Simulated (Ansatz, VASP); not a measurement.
# C in VASP and in Ansatz

The input POSCAR:

```
C
1.0
    1.2587270051      0.7267263753      3.4306861104
   -1.2587270051      0.7267263753      3.4306861104
    0.0000000000     -1.4534527505      3.4306861104
C
2
Direct
    0.1640000000      0.1640000000      0.1640000000
    0.8360000000      0.8360000000      0.8360000000
```

The input INCAR.step1:

```
ALGO     = Normal         # electronic algorithm
EDIFF    = 1E-4           # SCF threshold, eV
ENCUT    = 520            # plane-wave cutoff, eV
GGA      = PE             # functional
ISMEAR   = 0              # smearing method
LASPH    = T              # aspherical terms in the spheres
LCHARG   = F              # write CHGCAR
LREAL    = F              # projectors in reciprocal space
LWAVE    = T              # write WAVECAR
NBANDS   = 11             # bands
NELM     = 100            # most SCF steps
PREC     = Accurate       # precision mode
SIGMA    = 0.05           # smearing width, eV
```

File INCAR.step2:

```
ALGO     = Normal         # electronic algorithm
EDIFF    = 1E-6           # SCF threshold, eV
ENCUT    = 520            # plane-wave cutoff, eV
ISIF     = 2              # what is computed and relaxed
ISMEAR   = 0              # smearing method
ISTART   = 1            
LASPH    = T              # aspherical terms in the spheres
LCHARG   = F              # write CHGCAR
LMIXTAU  = T            
LREAL    = F              # projectors in reciprocal space
LWAVE    = F              # write WAVECAR
METAGGA  = R2SCAN         # meta-GGA
NBANDS   = 11             # bands
NELM     = 100            # most SCF steps
PREC     = Accurate       # precision mode
SIGMA    = 0.05           # smearing width, eV
```

File KPOINTS:

```
k-points
0
Gamma
  12 12 12
```

Input for Ansatz:

```yaml
crystal:
  lattice:
    - [1.2587270051, 0.7267263753, 3.4306861104]
    - [-1.2587270051, 0.7267263753, 3.4306861104]
    - [0.0, -1.4534527505, 3.4306861104]
  atoms:
    - { symbol: C, position: [0.164, 0.164, 0.164] }
    - { symbol: C, position: [0.836, 0.836, 0.836] }
basis:
  ecutwfc: 500
kpoints:
  mp_grid: { grid: [12, 12, 12] }
hamiltonian:
  xc: r2scan
scf:
  occupations: { method: gaussian, width: 0.05 }
output:
  forces: true
  stress: true
  eigenvalues: true
```

Change from the starting cell: strain +0.025 along x and y, +0.025 along z, atoms carried along.

Alike in both runs: task single point; functional r2SCAN; k mesh 12 × 12 × 12; occupations gaussian, width 0.05 eV; no spin polarisation.

```csv
,VASP,Ansatz
version,VASP 6.6.1,Ansatz 0.2.0
potentials or method,"VASP PAW PBE potentials, release 64 (C), cutoff 520 eV","scalar-relativistic, plane waves, PAW"
valence electrons in the cell,8,8
```

|  | VASP | Ansatz | Ansatz less VASP |
| --- | --- | --- | --- |
| gap on the k mesh at the Fermi level (eV) | 0.71 | 0.71 | +0.001 |
| least direct gap on the mesh (eV) | 0.71 | 0.71 | +0.001 |
| pressure (GPa) | -17.9 | -18.5 | -0.61 |
| traceless stress, the component that is largest in VASP (GPa) | 18.02 | 18.70 | +0.680 |
| rms of the force components (eV/Å) | 0.529 | 0.534 | +0.0052 |

VASP's potentials were made for PBE, not for r2SCAN. Atom by atom the forces differ by 0.005 eV/Å (rms over components).
